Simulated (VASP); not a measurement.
A run of VASP 6.6.1:

Contents of INCAR:

```
PREC     = Accurate       # precision mode
ENCUT    = 520            # plane-wave cutoff, eV
EDIFF    = 1E-6           # SCF threshold, eV
ISMEAR   = 0              # smearing method
SIGMA    = 0.05           # smearing width, eV
LREAL    = F              # projectors in reciprocal space
LASPH    = T              # aspherical terms in the spheres
NELM     = 150            # most SCF steps
ALGO     = Normal         # electronic algorithm
ISIF     = 2              # what is computed and relaxed
LWAVE    = F              # write WAVECAR
LCHARG   = F              # write CHGCAR
ISPIN    = 2              # spin polarisation
MAGMOM   = 7.85 -1.41 -1.41 -1.41 # initial moments
LORBIT   = 11             # projections on sites
LMAXMIX  = 6              # l up to which the mixer works
LDAU     = T              # DFT+U
LDAUTYPE = 2            
LDAUL    = 3 -1           # shell
LDAUU    = 6 0            # U, eV
LDAUJ    = 0 0          
LDAUPRINT= 1            
GGA      = PE             # functional
NBANDS   = 34             # bands
```

Contents of KPOINTS:

```
Automatic mesh
0
Gamma
  8 8 8
```

File POSCAR:

```
GdCo3
1.0
    3.8404696187      0.0000000000      0.0000000000
    0.0000000000      3.8404696187      0.0000000000
    0.0000000000      0.0000000000      3.8404696187
Gd Co
1 3
Direct
    0.0000000000      0.0000000000      0.0000000000
    0.0000000000      0.5000000000      0.5000000000
    0.5000000000      0.5000000000      0.0000000000
    0.5000000000      0.0000000000      0.5000000000
```

Potentials or basis: VASP PAW PBE potentials, release 64 (Gd, Co).

Run with:

```bash
$ cat potpaw_PBE.64/Gd/POTCAR potpaw_PBE.64/Co/POTCAR > POTCAR
$ mpirun -np 1 vasp_std > vasp.out
```

Hardware: 1 thread of Intel(R) Xeon(R) 6975P-C (Granite Rapids), on a shared host.

How long does it take, and how much memory?

Wall time 2.4 min on 1 thread of Intel(R) Xeon(R) 6975P-C (Granite Rapids), with other jobs on the host, peak memory 0.27 GiB. Counts: scf iterations 19, k points 35.
